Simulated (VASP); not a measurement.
Wanted: the native input for a VASP 6.6.1 run.

```yaml
Task: single point
Functional: PBE
Potentials_or_basis: VASP PAW PBE potentials, release 64 (Ta_sv_GW, Si, O)
Cutoff: 700 eV
k_mesh: 3 × 3 × 3
Occupations: gaussian, width 0.15 eV
Spin: no spin polarisation
Dipole_correction: no
Further_INCAR_settings: ALGO = Normal; EDIFF = 1e-06; NBANDS = 33
```

The structure of Ta2SiO3 lies in POSCAR:

```
Ta2SiO3
1.0
    1.9016576939     -6.8084403179      0.0000000000
    1.9016576939      6.8084403179      0.0000000000
    0.0000000000      0.0000000000      3.0698464810
Ta Si O
2 1 3
Direct
    0.6458839030      0.3541160970      0.0000000000
    0.3541160970      0.6458839030      0.0000000000
    0.0000000000      0.0000000000      0.5000000000
    0.8019679326      0.1980320674      0.0000000000
    0.5000000000      0.5000000000      0.0000000000
    0.1980320674      0.8019679326      0.0000000000
```

The cell was generated, and may not be a known phase.

The input as run:

INCAR

```
  PREC = Accurate
  ENCUT = 700
  EDIFF = 1E-6
  ISMEAR = 0
  SIGMA = 0.15
  LREAL = F
  LASPH = T
  NELM = 120
  ALGO = Normal
  ISIF = 2
  LWAVE = F
  LCHARG = T
  GGA = PE
  LELF = T
  LVHAR = T
  NBANDS = 33
  GGA_COMPAT = F
```

KPOINTS

```
Automatic mesh
0
Gamma
  3 3 3
```

Potentials or basis: VASP PAW PBE potentials, release 64 (Ta_sv_GW, Si, O).

The run is started by

```bash
$ cat potpaw_PBE.64/Ta_sv_GW/POTCAR potpaw_PBE.64/Si/POTCAR potpaw_PBE.64/O/POTCAR > POTCAR
$ mpirun -np 1 vasp_std > vasp.out
```

Results of the run:

```
Pressure               : -0.1 GPa
Largest force          : 0.018 eV/Å
Band gap on the k mesh : zero (bands 24 and 25 overlap by 0.70 eV)
```

Caveat: the k points lie up to 0.68 Å⁻¹ apart, too coarse for converged energies and pressures of a metal; spin-orbit coupling is left out, which moves the levels of the heavy elements.

It took 79 s on 1 thread of Intel(R) Xeon(R) Platinum 8375C CPU @ 2.90GHz (Ice Lake) (shared host), peak memory 0.35 GiB.
